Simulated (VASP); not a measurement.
# HfN (F-43m) in VASP: single point with PBE

Aim: the single point of HfN with PBE.

Everything below comes from runs of VASP 6.6.1. Logs are shortened: lines on timing, memory, paths and dates and some standing lists are left out, and cuts for length are marked.

### 1 The cell of the first run

It takes space group F-43m (No. 216, cubic). The conventional cell has a = 4.910 Å, b = 4.910 Å, c = 4.910 Å, α = 90.00°, β = 90.00°, γ = 90.00°. Within 2.8 Å of Hf (site symmetry -43m) lie 4 N at 2.13 Å. Within 2.8 Å of N (site symmetry -43m) lie 4 Hf at 2.13 Å.

### 2 Single point, PBE

The input, INCAR:

```
SYSTEM = HfN
PREC     = Accurate       ! precision mode
ENCUT    = 520            ! plane-wave cutoff, eV
EDIFF    = 1E-6           ! SCF threshold, eV
ISMEAR   = -1             ! smearing method
SIGMA    = 0.1            ! smearing width, eV
LREAL    = .FALSE.        ! projectors in reciprocal space
LASPH    = .TRUE.         ! aspherical terms in the spheres
NELM     = 100            ! most SCF steps
ALGO     = Normal         ! electronic algorithm
ISIF     = 2              ! what is computed and relaxed
LWAVE    = .FALSE.        ! write WAVECAR
LCHARG   = .TRUE.         ! write CHGCAR
GGA      = PE             ! functional
LELF     = .TRUE.         ! ELF
LVHAR    = .TRUE.       
NBANDS   = 14             ! bands
```

The input, KPOINTS:

```
regular mesh
0
G
  9 9 9
  0 0 0
```

The input, POSCAR:

```
HfN
1.0
    3.4716430000      0.0000000000      0.0000000000
    1.7358215000      3.0065310309      0.0000000000
    1.7358215000      1.0021770103      2.8345846397
Hf N
1 1
Direct
    0.0000000000      0.0000000000      0.0000000000
    0.7500000000      0.7500000000      0.7500000000
```

Potentials or basis: VASP PAW PBE potentials, release 64 (Hf_pv, N).

The run is started by

```
cat potpaw_PBE.64/Hf_pv/POTCAR potpaw_PBE.64/N/POTCAR > POTCAR
mpirun -np 1 vasp_std > vasp.out
```

OUTCAR:

```text
SYSTEM = HfN
   PREC = Accurate
   ENCUT = 520
   EDIFF = 1E-6
   ISMEAR = -1
   LREAL = .FALSE.
   LASPH = .TRUE.
   NELM = 100
   ISIF = 2
   GGA = PE

 ion  position               nearest neighbor table
   1  0.000  0.000  0.000-   2 2.13   2 2.13   2 2.13   2 2.13
   2  0.750  0.750  0.750-   1 2.13   1 2.13   1 2.13   1 2.13

  LATTYP: Found a face centered cubic cell.
 ALAT       =     4.9096446144

  Lattice vectors:

 A1 = (   3.4716430000,   0.0000000000,   0.0000000000)
 A2 = (   1.7358215000,   3.0065310309,   0.0000000000)
 A3 = (   1.7358215000,   1.0021770103,   2.8345846397)

Analysis of symmetry for initial positions (statically):
=====================================================================
 Subroutine PRICEL returns:
 Original cell was already a primitive cell.

 Routine SETGRP: Setting up the symmetry group for a
 face centered cubic supercell.

 Subroutine GETGRP returns: Found 24 space group operations
 (whereof 24 operations were pure point group operations)
 out of a pool of 48 trial point group operations.

The static configuration has the point symmetry T_d .

Analysis of symmetry for dynamics (positions and initial velocities):
=====================================================================
 Subroutine PRICEL returns:
 Original cell was already a primitive cell.

 Routine SETGRP: Setting up the symmetry group for a
 face centered cubic supercell.

 Subroutine GETGRP returns: Found 24 space group operations
 (whereof 24 operations were pure point group operations)
 out of a pool of 48 trial point group operations.

The dynamic configuration has the point symmetry T_d .

 Subroutine INISYM returns: Found 24 space group operations
 (whereof 24 operations are pure point group operations),
 and found     1 'primitive' translations

----------------------------------------------------------------------------------------

                                     Primitive cell

  volume of cell :      29.5863

  direct lattice vectors                    reciprocal lattice vectors
     3.471643000  0.000000000  0.000000000     0.288048051 -0.166304620 -0.117595124
     1.735821500  3.006531031  0.000000000     0.000000000  0.332609240 -0.117595124
     1.735821500  1.002177010  2.834584640     0.000000000  0.000000000  0.352785373

  length of vectors
     3.471643000  3.471643000  3.471643000     0.352785373  0.352785373  0.352785373

  position of ions in fractional coordinates (direct lattice)
     0.000000000  0.000000000  0.000000000
     0.750000000  0.750000000  0.750000000

  ion indices of the primitive-cell ions
   primitive index   ion index
                 1           1
                 2           2

----------------------------------------------------------------------------------------

 KPOINTS: regular mesh

Automatic generation of k-mesh.
 Grid dimensions read from file:
 generate k-points for:    9    9    9

 Generating k-lattice:

  Cartesian coordinates                     Fractional coordinates (reciprocal lattice)
     0.032005339 -0.018478291 -0.013066125     0.111111111  0.000000000  0.000000000
     0.000000000  0.036956582 -0.013066125     0.000000000  0.111111111 -0.000000000
     0.000000000  0.000000000  0.039198375     0.000000000  0.000000000  0.111111111

  Length of vectors
     0.039198375  0.039198375  0.039198375

  Shift w.r.t. Gamma in fractional coordinates (k-lattice)
     0.000000000  0.000000000  0.000000000

 Subroutine IBZKPT returns following result:
 ===========================================

 Found     35 irreducible k-points:

 Following reciprocal coordinates:
            Coordinates               Weight
  0.000000  0.000000  0.000000      1.000000
  0.111111 -0.000000  0.000000      8.000000
  0.222222 -0.000000  0.000000      8.000000
  0.333333  0.000000  0.000000      8.000000
  0.444444 -0.000000  0.000000      8.000000
  0.111111  0.111111  0.000000      6.000000
[... 16 lines left out ...]
 -0.333333  0.333333 -0.000000     12.000000
  0.444444  0.444444  0.000000      6.000000
 [... further k-points ...]
   k-points           NKPTS =     35   k-points in BZ     NKDIM =     35   number of bands    NBANDS=     14
   number of dos      NEDOS =    301   number of ions     NIONS =      2
   total plane-waves  NPLWV =  21952
   dimension x,y,z NGX =    28 NGY =   28 NGZ =   28
   dimension x,y,z NGXF=    56 NGYF=   56 NGZF=   56
   ions per type =               1   1
   NGX,Y,Z   is equivalent  to a cutoff of  13.41, 13.41, 13.41 a.u.
   NGXF,Y,Z  is equivalent  to a cutoff of  26.82, 26.82, 26.82 a.u.
 SYSTEM =  HfN
   PREC   = accura    normal or accurate (medium, high low for compatibility)
   ISTART =      0    job   : 0-new  1-cont  2-samecut
   ICHARG =      2    charge: 1-file 2-atom 10-const
   ISPIN  =      1    spin polarized calculation?
   LNONCOLLINEAR =      F non collinear calculations
   LSORBIT =      F    spin-orbit coupling
   LASPH  =      T    aspherical Exc in radial PAW
   ENCUT  =  520.0 eV  38.22 Ry    6.18 a.u.   6.45  6.45  6.45*2*pi/ulx,y,z
   NELM   =    100;   NELMIN=  2; NELMDL= -5     # of ELM steps
   EDIFF  = 0.1E-05   stopping-criterion for ELM
   LREAL  =      F    real-space projection
   EDIFFG = 0.1E-04   stopping-criterion for IOM
   NSW    =      0    number of steps for IOM
   IBRION =     -1    ionic relax: 0-MD 1-quasi-New 2-CG
   NFREE  =      0    steps in history (QN), initial steepest desc. (CG)
   ISIF   =      2    stress and relaxation
   ISYM   =      2    0-nonsym 1-usesym 2-fastsym
   POTIM  = 0.5000    time-step for ionic-motion
   TEBEG  =    0.0;   TEEND  =   0.0 temperature during run
   PSTRESS=    0.0 pullay stress
   NELECT =      15.0000    total number of electrons
   NUPDOWN=      -1.0000    fix difference up-down
   EMIN   =  10.00;   EMAX   =-10.00  energy-range for DOS
   EFERMI =   0.00;   METHOD = LEGACY
   ISMEAR =    -1;   SIGMA  =   0.10  broadening in eV -4-tet -1-fermi 0-gaus
   EFERMI_NEDOS =   21; number of points for ismear=-14 and -15
   IALGO  =     38    algorithm
   IMIX   =      4    mixing-type and parameters
     AMIX     =   0.40;   BMIX     =  1.00
     AMIX_MAG =   1.60;   BMIX_MAG =  1.00
  volume/ion in A,a.u.               =      14.79        99.83
  Fermi-wavevector in a.u.,A,eV,Ry     =   1.305395  2.466838 23.185082  1.704055
  Thomas-Fermi vector in A             =   2.436267
   LORBIT       =      0    0 simple, 1 ext, 2 COOP (PROOUT), +10 PAW based schemes
   GGA     = PE    functional components
   LHFCALC =     F    Hartree Fock is set to
   AEXX    =    0.0000 exact exchange contribution
   IVDW    =     0    specifies the selected vdW correction
   LEPSILON=     F    determine dielectric tensor
   LRPA    =     F    only Hartree local field effects (RPA)
 non-spin polarized calculation
  energy-cutoff  :      520.00
  volume of cell :       29.59
 maximum number of plane-waves:       821
 NGX is ok and might be reduce to    28
   NGX = 13   NGY = 13   NGZ = 13

 number of electron      15.0000001 magnetization

 Free energy of the ion-electron system (eV)
  ---------------------------------------------------
  ext. energy  EPLUGINS =         0.00000000
  ---------------------------------------------------
  free energy    TOTEN  =       -21.23072385 eV

  energy without entropy =      -21.20973732  energy(sigma->0) =      -21.22023058

 E-fermi :   5.7927     XC(G=0): -11.2219

 val. band max:        5.7496641974   @ k =  -0.2222   0.3333   0.1111
 cond. band min:       5.8793916613   @ k =   0.2222   0.2222   0.0000
 fundamental gap:      0.1297274639
 Fermi energy:         5.7926918268

 k-point     1 :       0.0000    0.0000    0.0000
  band No.  band energies     occupation
      1     -25.3535      2.00000
      2     -25.3535      2.00000
      3     -25.3535      2.00000
      4     -10.3972      2.00000
      5       0.3150      2.00000
      6       0.3150      2.00000
      7       0.3150      2.00000
      8       5.0402      1.99892
      9       8.0162      0.00000
     10       8.0162      0.00000
     11      12.3504      0.00000
     12      12.3504      0.00000
     13      12.3504      0.00000
     14      18.0629      0.00000

 k-point     2 :       0.1111   -0.0000    0.0000
  band No.  band energies     occupation
      1     -25.4109      2.00000
      2     -25.3608      2.00000
      3     -25.3608      2.00000
      4     -10.2551      2.00000
      5       0.0607      2.00000
      6       0.4027      2.00000
      7       0.4027      2.00000
      8       5.6837      1.49674
      9       7.8258      0.00000
     10       7.8258      0.00000
     11      12.0333      0.00000
     12      12.6135      0.00000
     13      12.6135      0.00000
     14      17.3445      0.00000

 k-point     3 :       0.2222   -0.0000    0.0000
  band No.  band energies     occupation
      1     -25.5529      2.00000
      2     -25.3793      2.00000
      3     -25.3793      2.00000
      4      -9.9112      2.00000
      5      -0.2664      2.00000
      6       0.6069      2.00000
      7       0.6069      2.00000
      8       6.9548      0.00002
      9       7.6148      0.00000
     10       7.6148      0.00000
     11      11.4508      0.00000
     12      12.7866      0.00000
     13      12.7866      0.00000
     14      14.9366      0.00000

 k-point     4 :       0.3333    0.0000    0.0000
  band No.  band energies     occupation
      1     -25.7086      2.00000
      2     -25.4003      2.00000
      3     -25.4003      2.00000
      4      -9.5548      2.00000
      5      -0.2443      2.00000
      6       0.7978      2.00000
      7       0.7978      2.00000
      8       7.6221      0.00000
      9       7.8186      0.00000
     10       7.8186      0.00000
     11      10.8043      0.00000
     12      12.1769      0.00000
     13      12.1769      0.00000
     14      13.9575      0.00000

 k-point     5 :       0.4444   -0.0000    0.0000
  band No.  band energies     occupation
      1     -25.8072      2.00000
      2     -25.4139      2.00000
      3     -25.4139      2.00000
      4      -9.3471      2.00000
      5       0.0024      2.00000
      6       0.8928      2.00000
      7       0.8928      2.00000
      8       7.3793      0.00000
      9       8.3733      0.00000
     10       8.3733      0.00000
     11      10.1218      0.00000
[... 276 lines left out ...]
 k-point    22 :      -0.4444    0.3333   -0.0000
  band No.  band energies     occupation
      1     -25.7634      2.00000
      2     -25.5715      2.00000
      3     -25.4825      2.00000
      4      -8.9927      2.00000
      5      -0.5284      2.00000
      6       1.5675      2.00000
      7       1.7828      2.00000
      8       4.7502      1.99994
      9       7.8689      0.00000
     10       8.7257      0.00000
     11      11.3049      0.00000
     12      11.6703      0.00000
     13      14.4512      0.00000
     14      16.5027      0.00000

 k-point    23 :      -0.3333    0.3333   -0.0000
  band No.  band energies     occupation
      1     -25.7272      2.00000
      2     -25.6132      2.00000
      3     -25.4596      2.00000
      4      -9.0250      2.00000
      5      -0.0089      2.00000
      6       1.0345      2.00000
      7       1.5546      2.00000
      8       5.0067      1.99923
      9       7.9099      0.00000
     10       8.2698      0.00000
     11      11.7547      0.00000
     12      11.9508      0.00000
     13      14.1017      0.00000
     14      15.6760      0.00000

 k-point    24 :       0.4444    0.4444    0.0000
  band No.  band energies     occupation
      1     -25.8050      2.00000
      2     -25.5065      2.00000
      3     -25.5065      2.00000
      4      -8.9896      2.00000
      5      -1.1156      2.00000
      6       2.0782      2.00000
      7       2.0782      2.00000
      8       4.6350      1.99998
      9       8.1485      0.00000
     10       9.7407      0.00000
     11      10.5611      0.00000
     12      10.5611      0.00000
     13      14.6928      0.00000
     14      17.5649      0.00000

 [... further k-points ...]

------------------------ aborting loop because EDIFF is reached ----------------------------------------

  FORCE on cell =-STRESS in cart. coord.  units (eV):
  Direction    XX          YY          ZZ          XY          YZ          ZX
  --------------------------------------------------------------------------------------
  -------------------------------------------------------------------------------------
  Total       -0.0486740     -0.0486740     -0.0486740      0.0000000      0.0000000      0.0000000
  in kB       -2.6358315     -2.6358315     -2.6358315      0.0000000      0.0000000      0.0000000
  external PRESSURE =      -2.6358315 kB  Pullay stress =       0.0000000 kB

 VOLUME and BASIS-vectors are now :
 -----------------------------------------------------------------------------
  energy-cutoff  :      520.00
  volume of cell :       29.59
      direct lattice vectors                 reciprocal lattice vectors
     3.471643000  0.000000000  0.000000000     0.288048051 -0.166304620 -0.117595124
     1.735821500  3.006531031  0.000000000     0.000000000  0.332609240 -0.117595124
     1.735821500  1.002177010  2.834584640     0.000000000  0.000000000  0.352785373

 POSITION                                       TOTAL-FORCE (eV/Angst)
 -----------------------------------------------------------------------------------
      0.00000      0.00000      0.00000         0.000000      0.000000      0.000000
      5.20746      3.00653      2.12594        -0.000000     -0.000000     -0.000000
 -----------------------------------------------------------------------------------
    total drift:                                0.000000      0.000000      0.000000

  FREE ENERGIE OF THE ION-ELECTRON SYSTEM (eV)
  ---------------------------------------------------
  free  energy   TOTEN  =       -21.2307238517 eV

  energy  without entropy=      -21.2097373157  energy(sigma->0) =      -21.22023058
```

Wall time 36 s (1 thread of AMD EPYC 7R13, shared host); peak memory 0.13 GiB.

Results:

```yaml
Free_energy: -21.2307 eV
Pressure: -0.3 GPa
```

Levels at points of the mesh, in eV from the Fermi level:
| k point | band 4 | band 5 | band 6 | band 7 | band 8 | band 9 | band 10 | band 11 | band 12 | band 13 |
| --- | --- | --- | --- | --- | --- | --- | --- | --- | --- | --- |
| (0.00, 0.00, 0.00) | -16.19 | -5.48 | -5.48 | -5.48 | -0.75 | 2.22 | 2.22 | 6.56 | 6.56 | 6.56 |

Caveat: spin-orbit coupling is left out, which moves the levels of the heavy elements.
